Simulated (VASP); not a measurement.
A run of VASP 6.6.1:

POSCAR

```
Ir
1.0
    0.0000000000      2.7620674556      2.7620674556
    2.7620674556      0.0000000000      2.7620674556
    2.7620674556      2.7620674556      0.0000000000
Ir
2
Direct
    0.5000000000      0.5000000000      0.5000000000
    0.7500000000      0.7500000000      0.7500000000
```

Contents of INCAR.step1:

```
SYSTEM = Ir
PREC     = Accurate       ! precision mode
ENCUT    = 520            ! plane-wave cutoff, eV
ISMEAR   = 0              ! smearing method
SIGMA    = 0.1            ! smearing width, eV
LREAL    = .False.        ! projectors in reciprocal space
LASPH    = .True.         ! aspherical terms in the spheres
NELM     = 80             ! most SCF steps
NBANDS   = 16             ! bands
GGA      = PE             ! functional
ALGO     = Normal         ! electronic algorithm
EDIFF    = 1E-4           ! SCF threshold, eV
LWAVE    = .True.         ! write WAVECAR
LCHARG   = .False.        ! write CHGCAR
```

File INCAR.step2:

```
SYSTEM = Ir
PREC     = Accurate       ! precision mode
ENCUT    = 520            ! plane-wave cutoff, eV
EDIFF    = 1E-7           ! SCF threshold, eV
ISMEAR   = 0              ! smearing method
SIGMA    = 0.1            ! smearing width, eV
LREAL    = .False.        ! projectors in reciprocal space
LASPH    = .True.         ! aspherical terms in the spheres
NELM     = 80             ! most SCF steps
ALGO     = Normal         ! electronic algorithm
ISIF     = 2              ! what is computed and relaxed
LWAVE    = .False.        ! write WAVECAR
LCHARG   = .False.        ! write CHGCAR
METAGGA  = R2SCAN         ! meta-GGA
LMIXTAU  = .True.       
NBANDS   = 16             ! bands
ISTART   = 1
```

The input KPOINTS:

```
regular mesh
0
Gamma
  14 14 14
  0 0 0
```

Potentials or basis: VASP PAW PBE potentials, release 64 (Ir).

Command:

```sh
$ cat potpaw_PBE.64/Ir/POTCAR > POTCAR
$ cp INCAR.step1 INCAR
$ mpirun -np 1 vasp_std > vasp.out
$ cp INCAR.step2 INCAR
$ mpirun -np 1 vasp_std > vasp.out
```

Hardware: 1 thread of Intel(R) Xeon(R) 6975P-C (Granite Rapids), with other jobs on the host.

Estimate the wall time of this run.

It took 120 s on 1 thread of Intel(R) Xeon(R) 6975P-C (Granite Rapids), on a shared host, peak memory 0.21 GiB. Counts: k points 104.
